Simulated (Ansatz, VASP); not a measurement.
This is a calculation of MnO2 for Ansatz 0.2.0.

Contents of input.yaml:

```yaml
crystal:
  lattice:
    - [1.3992749259, 0.8078717551, 4.490355647]
    - [-1.3992749259, 0.8078717551, 4.490355647]
    - [0.0, -1.6157435103, 4.490355647]
  atoms:
    - { symbol: Mn, position: [0.0, 0.0, 0.0], spin: 4.0 }
    - { symbol: O, position: [0.73563551, 0.73563551, 0.73563551] }
    - { symbol: O, position: [0.26436449, 0.26436449, 0.26436449] }
hamiltonian:
  xc: r2scan
  pseudopotentials: { kind: paw }
magnetization:
  spin_polarized: true
kpoints:
  mp_grid: { grid: [11, 11, 11] }
scf:
  occupations: { method: fermi_dirac, width: 0.05 }
output:
  forces: true
  stress: true
  eigenvalues: true
```

Potentials or basis: Ansatz PAW.

Run with:

```sh
$ ansatz run input.yaml --threads 2 --pin off --max-ram 5632MiB --backend cpu --events-out ev --progress --plain --runs-dir out
```

Problem. Set up the same calculation for VASP 6.6.1. Potentials there: VASP PAW PBE potentials, release 64 (Mn_pv, O).

Solution. As run (the cutoff follows the program's own potentials):

The input POSCAR:

```
MnO2
1.0
    1.3992749259      0.8078717551      4.4903556470
   -1.3992749259      0.8078717551      4.4903556470
    0.0000000000     -1.6157435103      4.4903556470
Mn O
1 2
Direct
    0.0000000000      0.0000000000      0.0000000000
    0.7356355100      0.7356355100      0.7356355100
    0.2643644900      0.2643644900      0.2643644900
```

File INCAR.step1:

```
  ALGO = Normal
  EDIFF = 1E-4
  ENCUT = 520
  GGA = PE
  ISMEAR = -1
  ISPIN = 2
  LASPH = T
  LCHARG = F
  LMAXMIX = 4
  LREAL = F
  LWAVE = T
  MAGMOM = 4 0 0
  NBANDS = 24
  NELM = 150
  PREC = Accurate
  SIGMA = 0.05
```

INCAR.step2

```
  ALGO = Normal
  EDIFF = 1E-6
  ENCUT = 520
  ISIF = 2
  ISMEAR = -1
  ISPIN = 2
  ISTART = 1
  LASPH = T
  LCHARG = F
  LMAXMIX = 4
  LMIXTAU = T
  LORBIT = 11
  LREAL = F
  LWAVE = F
  MAGMOM = 4 0 0
  METAGGA = R2SCAN
  NBANDS = 24
  NELM = 150
  PREC = Accurate
  SIGMA = 0.05
```

File KPOINTS:

```
k-points
0
Gamma
  11 11 11
```

Potentials or basis: VASP PAW PBE potentials, release 64 (Mn_pv, O).

The run is started by

```console
$ cat potpaw_PBE.64/Mn_pv/POTCAR potpaw_PBE.64/O/POTCAR > POTCAR
$ cp INCAR.step1 INCAR
$ mpirun -np 1 vasp_std > vasp.out
$ cp INCAR.step2 INCAR
$ mpirun -np 1 vasp_std > vasp.out
```

Both were run:

|  | VASP | Ansatz | Ansatz less VASP |
| --- | --- | --- | --- |
| gap on the k mesh at the Fermi level (eV) | 1.69 | 1.73 | +0.036 |
| least direct gap on the mesh (eV) | 1.77 | 1.80 | +0.037 |
| pressure (GPa) | 15.5 | 14.1 | -1.38 |
| traceless stress, the component that is largest in VASP (GPa) | -4.52 | -3.96 | +0.551 |
| rms of the force components (eV/Å) | 0.479 | 0.431 | -0.0487 |
| net moment per atom (μB) | 1.00 | 1.00 | 0.000 |
| size of the moment on the site where the two differ most (μB) | 2.87 | 2.51 | -0.359 |

VASP's potentials were made for PBE, not for r2SCAN. Site moments also hang on the region over which each program counts them. Atom by atom the forces differ by 0.049 eV/Å (rms over components). VASP's potentials hold 25 valence electrons a cell and Ansatz's 27, so a difference there can come from the potentials and not from the codes.

Noted on Ansatz's run: the magnetic or orbital state may not be the lowest; odd divisions of the mesh miss points on the zone boundary, where band edges often lie, so the gap on the mesh can be too wide.
